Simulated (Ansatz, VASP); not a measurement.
Ag in VASP and in Ansatz

The input INCAR:

```
PREC = Accurate
ENCUT = 520
EDIFF = 1E-6
ISMEAR = -1
SIGMA = 0.1
LREAL = F
LASPH = T
NELM = 60
ALGO = Normal
ISIF = 2
LWAVE = F
LCHARG = F
GGA = RP
NBANDS = 30
```

File KPOINTS:

```
regular mesh
0
Gamma
  14 14 4
```

Contents of POSCAR:

```
Ag
1.0
    2.8449107401      0.0000000000      0.0000000000
   -1.4224553701      2.4637649724      0.0000000000
    0.0000000000      0.0000000000      9.3865151452
Ag
4
Direct
    0.3333333333      0.6666666667      0.2500000000
    0.6666666667      0.3333333333      0.7500000000
    0.0000000000      0.0000000000      0.0000000000
    1.0000000000      1.0000000000      0.5000000000
```

Input for Ansatz:

```yaml
crystal:
  lattice:
    - [2.8449107401, 0.0, 0.0]
    - [-1.4224553701, 2.4637649724, 0.0]
    - [0.0, 0.0, 9.3865151452]
  atoms:
    - { symbol: Ag, position: [0.3333333333, 0.6666666667, 0.25] }
    - { symbol: Ag, position: [0.6666666667, 0.3333333333, 0.75] }
    - { symbol: Ag, position: [0.0, 0.0, 0.0] }
    - { symbol: Ag, position: [1.0, 1.0, 0.5] }
hamiltonian:
  xc: rpbe
  pseudopotentials:
    kind: paw
    azcp:
      Ag: "pseudopotentials/Ag.paw.azcp"
basis:
  ecutwfc: 420
  fft_grid_basis: typed
kpoints:
  mp_grid: { grid: [14, 14, 4], shift: [0, 0, 0] }
magnetization:
  spin_polarized: false
scf:
  occupations: { method: fermi_dirac, width: 0.1 }
  lower_state_search: "off"
output:
  stress: true
  write_density: true
  write_potential: true
  elf: true
  volumetric_format: npy
```

Alike in both runs: task single point; functional RPBE; k mesh 14 × 14 × 4; occupations fermi-dirac, width 0.1 eV; no spin polarisation.

|  | VASP | Ansatz |
| --- | --- | --- |
| version | VASP 6.6.1 | Ansatz 0.2.0 |
| potentials or method | VASP PAW PBE potentials, release 64 (Ag), cutoff 520 eV | plane waves (420 eV) with PAW, scalar-relativistic |
| valence electrons in the cell | 44 | 76 |

```tsv
	VASP	Ansatz	Ansatz less VASP
pressure (GPa)	13.7	13.9	+0.19
traceless stress, the component that is largest in VASP (GPa)	-1.10	-1.10	+0.002
```

VASP's potentials were made for PBE, not for RPBE. The functional is the same, so the differences come from potentials, cutoffs and numerics. VASP's potentials hold 44 valence electrons a cell and Ansatz's 76, so a difference there can come from the potentials and not from the codes.
